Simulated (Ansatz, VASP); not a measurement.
SnSe in VASP and in Ansatz

Contents of INCAR:

```
SYSTEM = SnSe
PREC = Accurate
ENCUT = 520
EDIFF = 1E-6
ISMEAR = 0
SIGMA = 0.05
LREAL = .False.
LASPH = .True.
NELM = 100
ALGO = Normal
ISIF = 2
LWAVE = .False.
LCHARG = .True.
GGA = CA
LELF = .True.
LVHAR = .True.
NBANDS = 17
```

KPOINTS

```
Automatic mesh
0
Gamma
  8 8 8
  0 0 0
```

The input POSCAR:

```
SnSe
1.0
    0.0000000000      2.8595000000      3.0100000000
    2.8595000000      0.0000000000      3.0100000000
    2.8595000000      2.8595000000      0.0000000000
Sn Se
1 1
Direct
    0.0000000000      0.0000000000      0.0000000000
    0.5000000000      0.5000000000      0.5000000000
```

Input for Ansatz:

```yaml
crystal:
  lattice:
    - [0.0, 2.8595, 3.01]
    - [2.8595, 0.0, 3.01]
    - [2.8595, 2.8595, 0.0]
  atoms:
    - { symbol: Sn, position: [0.0, 0.0, 0.0] }
    - { symbol: Se, position: [0.5, 0.5, 0.5] }
basis:
  ecutwfc: 420
kpoints:
  mp_grid: { grid: [8, 8, 8] }
hamiltonian:
  xc: lda
scf:
  occupations: { method: gaussian, width: 0.05 }
output:
  forces: true
  stress: true
  eigenvalues: true
  write_density: true
  write_potential: true
  elf: true
  volumetric_format: npy
```

Change from the starting cell: strain -0.050 along x and y, +0.000 along z, atoms carried along.

Alike in both runs: task single point; functional LDA; k mesh 8 × 8 × 8; occupations gaussian, width 0.05 eV; no spin polarisation.

|  | VASP | Ansatz |
| --- | --- | --- |
| version | VASP 6.6.1 | Ansatz 0.2.0 |
| potentials or method | VASP PAW LDA potentials, release 64 (Sn_d, Se), cutoff 520 eV | scalar-relativistic, plane waves, PAW |
| valence electrons in the cell | 20 | 30 |

```tsv
	VASP	Ansatz	Ansatz less VASP
gap on the k mesh at the Fermi level (eV)	0.59	0.60	+0.011
least direct gap on the mesh (eV)	0.68	0.68	+0.003
pressure (GPa)	3.1	3.0	-0.16
traceless stress, the component that is largest in VASP (GPa)	-5.42	-5.37	+0.047
```

LDA's correlation is that of Perdew and Zunger in VASP and of Perdew and Wang (1992) in Ansatz. VASP's potentials hold 20 valence electrons a cell and Ansatz's 30, so a difference there can come from the potentials and not from the codes.
